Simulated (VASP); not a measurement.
# ZnSe (b) (F-43m) in VASP: relaxation of the atoms with PBE

Aim: the relaxation of the atoms of ZnSe (b) with PBE.

Everything below comes from runs of VASP 6.6.1. Logs are shortened: lines on timing, memory, paths and dates and some standing lists are left out, and cuts for length are marked.

### Step 1. The cell of the first run

The structure is cubic, space group F-43m (No. 216). Conventional cell: a = 5.733 Å, b = 5.733 Å, c = 5.733 Å, α = 90.00°, β = 90.00°, γ = 90.00°. Within 3.3 Å of Zn (site symmetry -43m) lie 4 Se at 2.48 Å. Se (site symmetry -43m) has 4 Zn at 2.48 Å within 3.3 Å.

### Step 2. Relaxation of the atoms, PBE

INCAR reads:

```
ALGO = Normal
EDIFF = 1E-7
EDIFFG = -0.005
ENCUT = 450
GGA = PE
GGA_COMPAT = False
IBRION = 2
ISIF = 2
ISMEAR = 0
LASPH = True
LCHARG = False
LREAL = False
LWAVE = False
NELM = 120
NELMIN = 4
NSW = 80
PREC = Accurate
SIGMA = 0.02
```

KPOINTS reads:

```
k-points
0
Gamma
  8 6 8
```

POSCAR reads:

```
ZnSe
1.0
    4.0537526140      0.0000000000      0.0000000000
    0.0000000000      5.7328719252      0.0000000000
    0.0000000000      0.0000000000      4.0537526140
Zn Se
2 2
Direct
    0.0000000000      0.0000000000      0.0000000000
    0.5000000000      0.5000000000      0.5000000000
    0.0000000000      0.2500000000      0.5000000000
    0.5000000000      0.7500000000      0.0000000000
```

Potentials or basis: VASP PAW PBE potentials, release 64 (Zn, Se).

Started as:

```bash
cat potpaw_PBE.64/Zn/POTCAR potpaw_PBE.64/Se/POTCAR > POTCAR
mpirun -np 1 vasp_std > vasp.out
```

OUTCAR:

```text
EDIFF = 1E-7
   EDIFFG = -0.005
   ENCUT = 450
   GGA = PE
   IBRION = 2
   ISIF = 2
   ISMEAR = 0
   LASPH = True
   LREAL = False
   NELM = 120
   NELMIN = 4
   NSW = 80
   PREC = Accurate

 ion  position               nearest neighbor table
   1  0.000  0.000  0.000-   3 2.48   4 2.48   3 2.48   4 2.48
   2  0.500  0.500  0.500-   3 2.48   4 2.48   4 2.48   3 2.48
   3  0.000  0.250  0.500-   1 2.48   2 2.48   1 2.48   2 2.48
   4  0.500  0.750  0.000-   1 2.48   2 2.48   2 2.48   1 2.48

  LATTYP: Found a simple tetragonal cell.
 ALAT       =     4.0537526140
 C/A-ratio  =     1.4142135624

  Lattice vectors:

 A1 = (  -4.0537526140,   0.0000000000,   0.0000000000)
 A2 = (   0.0000000000,   0.0000000000,   4.0537526140)
 A3 = (   0.0000000000,   5.7328719252,   0.0000000000)

Analysis of symmetry for initial positions (statically):
=====================================================================
 Subroutine PRICEL returns following result:

  LATTYP: Found a face centered cubic cell.
 ALAT       =     5.7328719252

  Lattice vectors:

 A1 = (  -2.0268763070,   2.8664359626,   2.0268763070)
 A2 = (  -0.0000000000,   0.0000000000,   4.0537526140)
 A3 = (   2.0268763070,   2.8664359626,   2.0268763070)

   2 primitive cells build up your supercell.

 Routine SETGRP: Setting up the symmetry group for a
 simple tetragonal supercell.

 Subroutine GETGRP returns: Found  8 space group operations
 (whereof  8 operations were pure point group operations)
 out of a pool of 16 trial point group operations.

The static configuration has the point symmetry D_2d.

Analysis of symmetry for dynamics (positions and initial velocities):
=====================================================================
 Subroutine PRICEL returns following result:

  LATTYP: Found a face centered cubic cell.
 ALAT       =     5.7328719252

  Lattice vectors:

 A1 = (  -2.0268763070,   2.8664359626,   2.0268763070)
 A2 = (  -0.0000000000,   0.0000000000,   4.0537526140)
 A3 = (   2.0268763070,   2.8664359626,   2.0268763070)

   2 primitive cells build up your supercell.

 Routine SETGRP: Setting up the symmetry group for a
 simple tetragonal supercell.

 Subroutine GETGRP returns: Found  8 space group operations
 (whereof  8 operations were pure point group operations)
 out of a pool of 16 trial point group operations.

The dynamic configuration has the point symmetry D_2d.

 Subroutine INISYM returns: Found  8 space group operations
 (whereof  8 operations are pure point group operations),
 and found     2 'primitive' translations

----------------------------------------------------------------------------------------

                                     Primitive cell

  volume of cell :      47.1039

  direct lattice vectors                    reciprocal lattice vectors
    -2.026876307  2.866435963  2.026876307    -0.246685009  0.174432643 -0.000000000
    -0.000000000  0.000000000  4.053752614    -0.000000000 -0.174432643  0.246685009
     2.026876307  2.866435963  2.026876307     0.246685009  0.174432643  0.000000000

  length of vectors
     4.053752614  4.053752614  4.053752614     0.302126200  0.302126200  0.302126200

  position of ions in fractional coordinates (direct lattice)
     0.000000000  0.000000000  0.000000000
     0.250000000  0.250000000  0.250000000

  ion indices of the primitive-cell ions
   primitive index   ion index
                 1           1
                 2           3

----------------------------------------------------------------------------------------

 KPOINTS: k-points

Automatic generation of k-mesh.
 Grid dimensions read from file:
 generate k-points for:    8    6    8

 Generating k-lattice:

  Cartesian coordinates                     Fractional coordinates (reciprocal lattice)
     0.030835626  0.000000000  0.000000000     0.125000000  0.000000000  0.000000000
     0.000000000  0.029072107  0.000000000     0.000000000  0.166666667  0.000000000
     0.000000000  0.000000000  0.030835626     0.000000000  0.000000000  0.125000000

  Length of vectors
     0.030835626  0.029072107  0.030835626

  Shift w.r.t. Gamma in fractional coordinates (k-lattice)
     0.000000000  0.000000000  0.000000000

 Subroutine IBZKPT returns following result:
 ===========================================

 Found     60 irreducible k-points:

 Following reciprocal coordinates:
            Coordinates               Weight
  0.000000  0.000000  0.000000      1.000000
  0.125000  0.000000  0.000000      4.000000
  0.250000  0.000000  0.000000      4.000000
  0.375000  0.000000  0.000000      4.000000
  0.500000  0.000000  0.000000      2.000000
  0.000000  0.166667  0.000000      2.000000
[... 16 lines left out ...]
  0.375000  0.000000  0.125000      8.000000
  0.500000  0.000000  0.125000      4.000000
 [... further k-points ...]
   k-points           NKPTS =     60   k-points in BZ     NKDIM =     60   number of bands    NBANDS=     22
   number of dos      NEDOS =    301   number of ions     NIONS =      4
   total plane-waves  NPLWV =  31360
   dimension x,y,z NGX =    28 NGY =   40 NGZ =   28
   dimension x,y,z NGXF=    56 NGYF=   80 NGZF=   56
   ions per type =               2   2
   NGX,Y,Z   is equivalent  to a cutoff of  11.48, 11.60, 11.48 a.u.
   NGXF,Y,Z  is equivalent  to a cutoff of  22.97, 23.20, 22.97 a.u.
 SYSTEM =  unknown system
   PREC   = accura    normal or accurate (medium, high low for compatibility)
   ISTART =      0    job   : 0-new  1-cont  2-samecut
   ICHARG =      2    charge: 1-file 2-atom 10-const
   ISPIN  =      1    spin polarized calculation?
   LNONCOLLINEAR =      F non collinear calculations
   LSORBIT =      F    spin-orbit coupling
   LASPH  =      T    aspherical Exc in radial PAW
   ENCUT  =  450.0 eV  33.07 Ry    5.75 a.u.   7.01  9.92  7.01*2*pi/ulx,y,z
   NELM   =    120;   NELMIN=  4; NELMDL= -5     # of ELM steps
   EDIFF  = 0.1E-06   stopping-criterion for ELM
   LREAL  =      F    real-space projection
   EDIFFG = -.5E-02   stopping-criterion for IOM
   NSW    =     80    number of steps for IOM
   IBRION =      2    ionic relax: 0-MD 1-quasi-New 2-CG
   NFREE  =      1    steps in history (QN), initial steepest desc. (CG)
   ISIF   =      2    stress and relaxation
   ISYM   =      2    0-nonsym 1-usesym 2-fastsym
   POTIM  = 0.5000    time-step for ionic-motion
   TEBEG  =    0.0;   TEEND  =   0.0 temperature during run
   PSTRESS=    0.0 pullay stress
   NELECT =      36.0000    total number of electrons
   NUPDOWN=      -1.0000    fix difference up-down
   EMIN   =  10.00;   EMAX   =-10.00  energy-range for DOS
   EFERMI =   0.00;   METHOD = LEGACY
   ISMEAR =     0;   SIGMA  =   0.02  broadening in eV -4-tet -1-fermi 0-gaus
   EFERMI_NEDOS =   21; number of points for ismear=-14 and -15
   IALGO  =     38    algorithm
   IMIX   =      4    mixing-type and parameters
     AMIX     =   0.40;   BMIX     =  1.00
     AMIX_MAG =   1.60;   BMIX_MAG =  1.00
  volume/ion in A,a.u.               =      23.55       158.94
  Fermi-wavevector in a.u.,A,eV,Ry     =   1.187992  2.244979 19.202234  1.411324
  Thomas-Fermi vector in A             =   2.324131
   LORBIT       =      0    0 simple, 1 ext, 2 COOP (PROOUT), +10 PAW based schemes
   GGA     = PE    functional components
   LHFCALC =     F    Hartree Fock is set to
   AEXX    =    0.0000 exact exchange contribution
   IVDW    =     0    specifies the selected vdW correction
   LEPSILON=     F    determine dielectric tensor
   LRPA    =     F    only Hartree local field effects (RPA)
 conjugate gradient relaxation of ions
 non-spin polarized calculation
 Gauss-broadening in eV      SIGMA  =   0.02
  energy-cutoff  :      450.00
  volume of cell :       94.21
 maximum number of plane-waves:      2072
   NGX = 15   NGY = 19   NGZ = 15

 number of electron      36.0000054 magnetization

 Free energy of the ion-electron system (eV)
  ---------------------------------------------------
  ext. energy  EPLUGINS =         0.00000000
  ---------------------------------------------------
  free energy    TOTEN  =       -12.06461236 eV

  energy without entropy =      -12.06461236  energy(sigma->0) =      -12.06461236

 E-fermi :   1.4053     XC(G=0):  -9.1657

 val. band max:        1.3242659153   @ k =   0.0000   0.0000   0.0000
 cond. band min:       2.4777395326   @ k =   0.0000   0.0000   0.0000
 fundamental gap:      1.1534736173
 Fermi energy:         1.4053034614

 k-point     1 :       0.0000    0.0000    0.0000
  band No.  band energies     occupation
      1     -11.7207      2.00000
      2     -10.7414      2.00000
      3      -5.1021      2.00000
      4      -5.1021      2.00000
      5      -5.1021      2.00000
      6      -5.0535      2.00000
[... 14 lines left out ...]
     21       4.7809      0.00000
     22       7.1341      0.00000

 k-point     2 :       0.1250    0.0000    0.0000
  band No.  band energies     occupation
      1     -11.6572      2.00000
      2     -10.7416      2.00000
      3      -5.0989      2.00000
      4      -5.0937      2.00000
      5      -5.0887      2.00000
      6      -5.0350      2.00000
[... 14 lines left out ...]
     21       5.3617      0.00000
     22       6.9554      0.00000

 k-point     3 :       0.2500    0.0000    0.0000
  band No.  band energies     occupation
      1     -11.4822      2.00000
      2     -10.7602      2.00000
      3      -5.0770      2.00000
      4      -5.0701      2.00000
      5      -5.0553      2.00000
      6      -5.0115      2.00000
[... 14 lines left out ...]
     21       6.8441      0.00000
     22       6.8691      0.00000
[... 476 lines left out ...]
 k-point    23 :       0.3750    0.0000    0.1250
  band No.  band energies     occupation
      1     -11.1934      2.00000
      2     -10.8160      2.00000
      3      -5.0547      2.00000
      4      -5.0071      2.00000
      5      -4.9932      2.00000
      6      -4.9779      2.00000
[... 14 lines left out ...]
     21       6.2183      0.00000
     22       7.2806      0.00000

 k-point    24 :       0.5000    0.0000    0.1250
  band No.  band energies     occupation
      1     -10.9696      2.00000
      2     -10.9696      2.00000
      3      -5.0040      2.00000
      4      -5.0040      2.00000
      5      -4.9872      2.00000
      6      -4.9872      2.00000
[... 14 lines left out ...]
     21       6.7604      0.00000
     22       6.7604      0.00000

 [... further k-points ...]

------------------------ aborting loop because EDIFF is reached ----------------------------------------

  FORCE on cell =-STRESS in cart. coord.  units (eV):
  Direction    XX          YY          ZZ          XY          YZ          ZX
  --------------------------------------------------------------------------------------
  -------------------------------------------------------------------------------------
  Total        0.0687296      0.0671765      0.0687296      0.0000000      0.0000000      0.0000000
  in kB        1.1688747      1.1424603      1.1688747      0.0000000      0.0000000      0.0000000
  external PRESSURE =       1.1600699 kB  Pullay stress =       0.0000000 kB

 VOLUME and BASIS-vectors are now :
 -----------------------------------------------------------------------------
  energy-cutoff  :      450.00
  volume of cell :       94.21
      direct lattice vectors                 reciprocal lattice vectors
     4.053752614  0.000000000  0.000000000     0.246685009  0.000000000  0.000000000
     0.000000000  5.732871925  0.000000000     0.000000000  0.174432643  0.000000000
     0.000000000  0.000000000  4.053752614     0.000000000  0.000000000  0.246685009

 POSITION                                       TOTAL-FORCE (eV/Angst)
 -----------------------------------------------------------------------------------
      0.00000      0.00000      0.00000         0.000000     -0.000000      0.000000
      2.02688      2.86644      2.02688        -0.000000     -0.000000     -0.000000
      0.00000      1.43322      2.02688         0.000000      0.000000     -0.000000
      2.02688      4.29965      0.00000         0.000000      0.000000     -0.000000
 -----------------------------------------------------------------------------------
    total drift:                                0.000000     -0.000002      0.000000

  FREE ENERGIE OF THE ION-ELECTRON SYSTEM (eV)
  ---------------------------------------------------
  free  energy   TOTEN  =       -12.0646123598 eV

  energy  without entropy=      -12.0646123598  energy(sigma->0) =      -12.06461236

 reached required accuracy - stopping structural energy minimisation
```

It took 80 s on 1 thread of Intel Xeon 6975P-C, shared host; peak memory 0.24 GiB.

What came out:

```
Free energy             : -12.0646 eV
Pressure after relaxing : 0.1 GPa
Band gap on the k mesh  : 1.15 eV
```

Final structure:
```cif
data_structure
_symmetry_space_group_name_H-M 'P 1'
_symmetry_Int_Tables_number 1
_cell_length_a 4.0538
_cell_length_b 5.7329
_cell_length_c 4.0538
_cell_angle_alpha 90.000
_cell_angle_beta 90.000
_cell_angle_gamma 90.000
_cell_volume 94.21
loop_
_atom_site_label
_atom_site_type_symbol
_atom_site_fract_x
_atom_site_fract_y
_atom_site_fract_z
_atom_site_occupancy
Zn1 Zn 0.00000 0.00000 0.00000 1
Zn2 Zn 0.50000 0.50000 0.50000 1
Se1 Se 0.00000 0.25000 0.50000 1
Se2 Se 0.50000 0.75000 0.00000 1
```

Levels at points of the mesh, in eV from the valence-band top:
```csv
k point,band 16,band 17,band 18,band 19,band 20,band 21
"(0.00, 0.00, 0.00)",0.00,0.00,0.00,1.15,3.06,3.46
"(0.50, 0.00, 0.00)",-2.41,-0.86,-0.86,4.05,4.05,6.34
"(0.00, 0.50, 0.00)",-1.18,-1.18,-1.18,3.84,3.84,4.04
"(0.50, 0.50, 0.00)",-0.82,-0.82,-0.82,2.48,2.48,6.39
"(0.50, 0.00, 0.50)",-2.07,-2.07,-2.07,3.06,3.06,3.46
"(0.50, 0.50, 0.50)",-2.63,-2.51,-2.51,5.39,5.39,5.48
```

Caveat: the relaxation stopped at its first step, so nothing moved.
